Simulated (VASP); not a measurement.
Set up this calculation in VASP 6.6.1, as the native input.

```
Task                   : single point
Functional             : PBEsol
Potentials or basis    : VASP PAW PBE potentials, release 64 (Ni)
Cutoff                 : 520 eV
k mesh                 : 22 × 22 × 22
Occupations            : gaussian, width 0.1 eV
Spin                   : collinear spin, ferromagnetic start
Starting moments       : [0.63] μB
Dipole correction      : no
Further INCAR settings : ALGO = Fast; EDIFF = 1e-06; NBANDS = 15
```

The structure of Ni lies in POSCAR:

```
Ni
1.0
   -1.3776309195      1.3776309195      1.3776309195
    1.3776309195     -1.3776309195      1.3776309195
    1.3776309195      1.3776309195     -1.3776309195
Ni
1
Direct
    0.0000000000      0.0000000000      0.0000000000
```

The input as run:

INCAR

```
SYSTEM = Ni
  PREC = Accurate
  ENCUT = 520
  EDIFF = 1E-6
  ISMEAR = 0
  SIGMA = 0.1
  LREAL = .False.
  LASPH = .True.
  NELM = 150
  ALGO = Fast
  ISIF = 2
  LWAVE = .False.
  LCHARG = .False.
  ISPIN = 2
  MAGMOM = 0.63
  LORBIT = 11
  LMAXMIX = 4
  GGA = PS
  NBANDS = 15
```

KPOINTS

```
regular mesh
0
Gamma
  22 22 22
  0 0 0
```

Potentials or basis: VASP PAW PBE potentials, release 64 (Ni).

Command:

```sh
$ cat potpaw_PBE.64/Ni/POTCAR > POTCAR
$ mpirun -np 1 vasp_std > vasp.out
```

Results of the run:

```yaml
Pressure: 0.0 GPa
Net_moment: 0.51 μB per cell
Site_moments: Ni +0.52 μB
Valence_electrons_inside_the_program's_atomic_spheres: Ni 9.39
```

Caveat: the PAW data sets were made with another functional, which shifts forces and pressure a little.

Wall time 57 s on 1 thread of Intel(R) Xeon(R) Platinum 8488C (Sapphire Rapids) (shared host), peak memory 0.19 GiB.
